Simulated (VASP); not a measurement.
# SiAs3 (Im-3m) in VASP: further runs

Runs on SiAs3. Level: PBE. Tasks: single point, relaxation of cell and atoms.

Everything below comes from runs of VASP 6.6.1. Logs are shortened: lines on timing, memory, paths and dates and some standing lists are left out, and cuts for length are marked.

### Step 1. The cell of the first run

Symmetry: Im-3m, No. 229, cubic system. The conventional cell has a = 5.347 Å, b = 5.347 Å, c = 5.347 Å, α = 90.00°, β = 90.00°, γ = 90.00°. Si (site symmetry m-3m) has 6 As at 2.67 Å within 3.5 Å. As (site symmetry 4/mmm) has 2 Si at 2.67 Å and 4 As at 2.67 Å within 3.5 Å.

### Step 2. Single point, PBE

Input file INCAR:

```
SYSTEM = SiAs3
PREC = Accurate
ENCUT = 520
EDIFF = 1E-7
ISMEAR = 0
SIGMA = 0.1
LREAL = .FALSE.
LASPH = .TRUE.
NELM = 80
ALGO = Normal
ISIF = 2
LWAVE = .FALSE.
LCHARG = .FALSE.
GGA = PE
NBANDS = 18
```

Input file KPOINTS:

```
Automatic mesh
0
G
  12 12 12
  0 0 0
```

Input file POSCAR:

```
SiAs3
1.0
   -2.6736785118      2.6736785118      2.6736785118
    2.6736785118     -2.6736785118      2.6736785118
    2.6736785118      2.6736785118     -2.6736785118
Si As
1 3
Direct
    0.0000000000      0.0000000000      0.0000000000
    0.0000000000      0.5000000000      0.5000000000
    0.5000000000      0.0000000000      0.5000000000
    0.5000000000      0.5000000000      0.0000000000
```

Potentials or basis: VASP PAW PBE potentials, release 64 (Si, As).

Started as:

```bash
$ cat potpaw_PBE.64/Si/POTCAR potpaw_PBE.64/As/POTCAR > POTCAR
$ mpirun -np 1 vasp_std > vasp.out
```

OUTCAR:

```text
SYSTEM = SiAs3
   PREC = Accurate
   ENCUT = 520
   EDIFF = 1E-7
   ISMEAR = 0
   LREAL = .FALSE.
   LASPH = .TRUE.
   NELM = 80
   ISIF = 2
   GGA = PE

 ion  position               nearest neighbor table
   1  0.000  0.000  0.000-   2 2.67   3 2.67   4 2.67   2 2.67   3 2.67   4 2.67
   2  0.000  0.500  0.500-   1 2.67   3 2.67   4 2.67   1 2.67   4 2.67   3 2.67
   3  0.500  0.000  0.500-   1 2.67   2 2.67   4 2.67   4 2.67   1 2.67   2 2.67
   4  0.500  0.500  0.000-   1 2.67   2 2.67   3 2.67   3 2.67   2 2.67   1 2.67

  LATTYP: Found a body centered cubic cell.
 ALAT       =     5.3473570236

  Lattice vectors:

 A1 = (  -2.6736785118,   2.6736785118,   2.6736785118)
 A2 = (   2.6736785118,  -2.6736785118,   2.6736785118)
 A3 = (   2.6736785118,   2.6736785118,  -2.6736785118)

Analysis of symmetry for initial positions (statically):
=====================================================================
 Subroutine PRICEL returns:
 Original cell was already a primitive cell.

 Routine SETGRP: Setting up the symmetry group for a
 body centered cubic supercell.

 Subroutine GETGRP returns: Found 48 space group operations
 (whereof 48 operations were pure point group operations)
 out of a pool of 48 trial point group operations.

The static configuration has the point symmetry O_h .

Analysis of symmetry for dynamics (positions and initial velocities):
=====================================================================
 Subroutine PRICEL returns:
 Original cell was already a primitive cell.

 Routine SETGRP: Setting up the symmetry group for a
 body centered cubic supercell.

 Subroutine GETGRP returns: Found 48 space group operations
 (whereof 48 operations were pure point group operations)
 out of a pool of 48 trial point group operations.

The dynamic configuration has the point symmetry O_h .

 Subroutine INISYM returns: Found 48 space group operations
 (whereof 48 operations are pure point group operations),
 and found     1 'primitive' translations

----------------------------------------------------------------------------------------

                                     Primitive cell

  volume of cell :      76.4518

  direct lattice vectors                    reciprocal lattice vectors
    -2.673678512  2.673678512  2.673678512     0.000000000  0.187008273  0.187008273
     2.673678512 -2.673678512  2.673678512     0.187008273  0.000000000  0.187008273
     2.673678512  2.673678512 -2.673678512     0.187008273  0.187008273  0.000000000

  length of vectors
     4.630947026  4.630947026  4.630947026     0.264469635  0.264469635  0.264469635

  position of ions in fractional coordinates (direct lattice)
     0.000000000  0.000000000  0.000000000
     0.000000000  0.500000000  0.500000000
     0.500000000  0.000000000  0.500000000
     0.500000000  0.500000000  0.000000000

  ion indices of the primitive-cell ions
   primitive index   ion index
                 1           1
                 2           2
                 3           3
                 4           4

----------------------------------------------------------------------------------------

 KPOINTS: Automatic mesh

Automatic generation of k-mesh.
 Grid dimensions read from file:
 generate k-points for:   12   12   12

 Generating k-lattice:

  Cartesian coordinates                     Fractional coordinates (reciprocal lattice)
     0.000000000  0.015584023  0.015584023     0.083333333  0.000000000  0.000000000
     0.015584023  0.000000000  0.015584023     0.000000000  0.083333333  0.000000000
     0.015584023  0.015584023  0.000000000     0.000000000  0.000000000  0.083333333

  Length of vectors
     0.022039136  0.022039136  0.022039136

  Shift w.r.t. Gamma in fractional coordinates (k-lattice)
     0.000000000  0.000000000  0.000000000

 Subroutine IBZKPT returns following result:
 ===========================================

 Found     72 irreducible k-points:

 Following reciprocal coordinates:
            Coordinates               Weight
  0.000000  0.000000  0.000000      1.000000
  0.083333  0.000000  0.000000     12.000000
  0.166667  0.000000  0.000000     12.000000
  0.250000  0.000000  0.000000     12.000000
  0.333333  0.000000  0.000000     12.000000
  0.416667  0.000000  0.000000     12.000000
[... 16 lines left out ...]
  0.333333  0.083333  0.083333     24.000000
  0.416667  0.083333  0.083333     12.000000
 [... further k-points ...]
   k-points           NKPTS =     72   k-points in BZ     NKDIM =     72   number of bands    NBANDS=     18
   number of dos      NEDOS =    301   number of ions     NIONS =      4
   total plane-waves  NPLWV =  46656
   dimension x,y,z NGX =    36 NGY =   36 NGZ =   36
   dimension x,y,z NGXF=    72 NGYF=   72 NGZF=   72
   ions per type =               1   3
   NGX,Y,Z   is equivalent  to a cutoff of  12.92, 12.92, 12.92 a.u.
   NGXF,Y,Z  is equivalent  to a cutoff of  25.85, 25.85, 25.85 a.u.
 SYSTEM =  SiAs3
   PREC   = accura    normal or accurate (medium, high low for compatibility)
   ISTART =      0    job   : 0-new  1-cont  2-samecut
   ICHARG =      2    charge: 1-file 2-atom 10-const
   ISPIN  =      1    spin polarized calculation?
   LNONCOLLINEAR =      F non collinear calculations
   LSORBIT =      F    spin-orbit coupling
   LASPH  =      T    aspherical Exc in radial PAW
   ENCUT  =  520.0 eV  38.22 Ry    6.18 a.u.   8.61  8.61  8.61*2*pi/ulx,y,z
   NELM   =     80;   NELMIN=  2; NELMDL= -5     # of ELM steps
   EDIFF  = 0.1E-06   stopping-criterion for ELM
   LREAL  =      F    real-space projection
   EDIFFG = 0.1E-05   stopping-criterion for IOM
   NSW    =      0    number of steps for IOM
   IBRION =     -1    ionic relax: 0-MD 1-quasi-New 2-CG
   NFREE  =      0    steps in history (QN), initial steepest desc. (CG)
   ISIF   =      2    stress and relaxation
   ISYM   =      2    0-nonsym 1-usesym 2-fastsym
   POTIM  = 0.5000    time-step for ionic-motion
   TEBEG  =    0.0;   TEEND  =   0.0 temperature during run
   PSTRESS=    0.0 pullay stress
   NELECT =      19.0000    total number of electrons
   NUPDOWN=      -1.0000    fix difference up-down
   EMIN   =  10.00;   EMAX   =-10.00  energy-range for DOS
   EFERMI =   0.00;   METHOD = LEGACY
   ISMEAR =     0;   SIGMA  =   0.10  broadening in eV -4-tet -1-fermi 0-gaus
   EFERMI_NEDOS =   21; number of points for ismear=-14 and -15
   IALGO  =     38    algorithm
   IMIX   =      4    mixing-type and parameters
     AMIX     =   0.40;   BMIX     =  1.00
     AMIX_MAG =   1.60;   BMIX_MAG =  1.00
  volume/ion in A,a.u.               =      19.11       128.98
  Fermi-wavevector in a.u.,A,eV,Ry     =   1.029272  1.945042 14.414025  1.059401
  Thomas-Fermi vector in A             =   2.163311
   LORBIT       =      0    0 simple, 1 ext, 2 COOP (PROOUT), +10 PAW based schemes
   GGA     = PE    functional components
   LHFCALC =     F    Hartree Fock is set to
   AEXX    =    0.0000 exact exchange contribution
   IVDW    =     0    specifies the selected vdW correction
   LEPSILON=     F    determine dielectric tensor
   LRPA    =     F    only Hartree local field effects (RPA)
 non-spin polarized calculation
 Gauss-broadening in eV      SIGMA  =   0.10
  energy-cutoff  :      520.00
  volume of cell :       76.45
 maximum number of plane-waves:      2112
   NGX = 17   NGY = 17   NGZ = 17

 number of electron      18.9999997 magnetization

 Free energy of the ion-electron system (eV)
  ---------------------------------------------------
  ext. energy  EPLUGINS =         0.00000000
  ---------------------------------------------------
  free energy    TOTEN  =       -18.83540737 eV

  energy without entropy =      -18.82922136  energy(sigma->0) =      -18.83231436

 E-fermi :   6.3700     XC(G=0): -10.4222

 val. band max:        6.3666847658   @ k =  -0.4167  -0.4167   0.2500
 cond. band min:       6.4055331100   @ k =   0.3333   0.0833   0.0833
 fundamental gap:      0.0388483443
 Fermi energy:         6.3699833133

 k-point     1 :       0.0000    0.0000    0.0000
  band No.  band energies     occupation
      1      -8.3138      2.00000
      2      -2.0735      2.00000
      3      -2.0735      2.00000
      4       1.3065      2.00000
      5       2.0306      2.00000
      6       2.0306      2.00000
[... 10 lines left out ...]
     17      14.5186      0.00000
     18      14.5186      0.00000

 k-point     2 :       0.0833    0.0000    0.0000
  band No.  band energies     occupation
      1      -8.2500      2.00000
      2      -2.2964      2.00000
      3      -2.1677      2.00000
      4       0.8929      2.00000
      5       1.9768      2.00000
      6       2.1825      2.00000
[... 10 lines left out ...]
     17      14.7759      0.00000
     18      15.1489      0.00000

 k-point     3 :       0.1667    0.0000    0.0000
  band No.  band energies     occupation
      1      -8.0595      2.00000
      2      -2.8651      2.00000
      3      -2.3947      2.00000
      4       0.2255      2.00000
      5       1.8385      2.00000
      6       2.5265      2.00000
[... 10 lines left out ...]
     17      14.5348      0.00000
     18      14.7036      0.00000

 k-point     4 :       0.2500    0.0000    0.0000
  band No.  band energies     occupation
      1      -7.7460      2.00000
      2      -3.6141      2.00000
      3      -2.6545      2.00000
      4      -0.3521      2.00000
      5       1.6663      2.00000
      6       2.3393      2.00000
[... 375 lines left out ...]
      4      -1.2566      2.00000
      5       2.2553      2.00000
      6       2.9420      2.00000
[... 10 lines left out ...]
     17      12.0294      0.00000
     18      12.9050      0.00000

 k-point    23 :       0.3333    0.0833    0.0833
  band No.  band energies     occupation
      1      -6.6795      2.00000
      2      -5.1031      2.00000
      3      -3.4868      2.00000
      4      -1.5143      2.00000
      5       2.1489      2.00000
      6       2.8373      2.00000
[... 10 lines left out ...]
     17      13.1119      0.00000
     18      13.2801      0.00000

 k-point    24 :       0.4167    0.0833    0.0833
  band No.  band energies     occupation
      1      -6.2966      2.00000
      2      -5.5682      2.00000
      3      -3.5355      2.00000
      4      -1.5995      2.00000
      5       2.1113      2.00000
      6       2.7996      2.00000
[... 10 lines left out ...]
     17      13.9982      0.00000
     18      14.5268      0.00000

 [... further k-points ...]

------------------------ aborting loop because EDIFF is reached ----------------------------------------

  FORCE on cell =-STRESS in cart. coord.  units (eV):
  Direction    XX          YY          ZZ          XY          YZ          ZX
  --------------------------------------------------------------------------------------
  -------------------------------------------------------------------------------------
  Total        0.0883539      0.0883539      0.0883539      0.0000000     -0.0000000      0.0000000
  in kB        1.8516065      1.8516065      1.8516065      0.0000000     -0.0000000      0.0000000
  external PRESSURE =       1.8516065 kB  Pullay stress =       0.0000000 kB

 VOLUME and BASIS-vectors are now :
 -----------------------------------------------------------------------------
  energy-cutoff  :      520.00
  volume of cell :       76.45
      direct lattice vectors                 reciprocal lattice vectors
    -2.673678512  2.673678512  2.673678512     0.000000000  0.187008273  0.187008273
     2.673678512 -2.673678512  2.673678512     0.187008273  0.000000000  0.187008273
     2.673678512  2.673678512 -2.673678512     0.187008273  0.187008273  0.000000000

 POSITION                                       TOTAL-FORCE (eV/Angst)
 -----------------------------------------------------------------------------------
      0.00000      0.00000      0.00000        -0.000000     -0.000000     -0.000000
      2.67368      0.00000      0.00000        -0.000000     -0.000000      0.000000
      0.00000      2.67368      0.00000         0.000000      0.000000     -0.000000
      0.00000      0.00000      2.67368         0.000000      0.000000     -0.000000
 -----------------------------------------------------------------------------------
    total drift:                                0.000000      0.000000     -0.000000

  FREE ENERGIE OF THE ION-ELECTRON SYSTEM (eV)
  ---------------------------------------------------
  free  energy   TOTEN  =       -18.8354073714 eV

  energy  without entropy=      -18.8292213581  energy(sigma->0) =      -18.83231436
```

Wall time 40 s (1 thread of AMD EPYC 9R45 (Zen 5), shared host); peak memory 0.22 GiB.

Results:

```yaml
Free_energy: -18.8354 eV
Pressure: 0.2 GPa
```

Levels at points of the mesh, in eV from the Fermi level:
| k point | band 8 | band 9 | band 10 | band 11 | band 12 | band 13 |
| --- | --- | --- | --- | --- | --- | --- |
| (0.00, 0.00, 0.00) | -3.63 | -3.63 | -3.63 | 2.28 | 2.28 | 2.28 |
| (0.50, 0.00, 0.00) | -1.07 | -0.66 | -0.58 | 0.82 | 1.85 | 2.95 |
| (0.50, 0.50, 0.50) | -1.37 | -1.37 | -1.37 | 5.70 | 5.70 | 5.70 |

(Continued in part 2 of 2.)
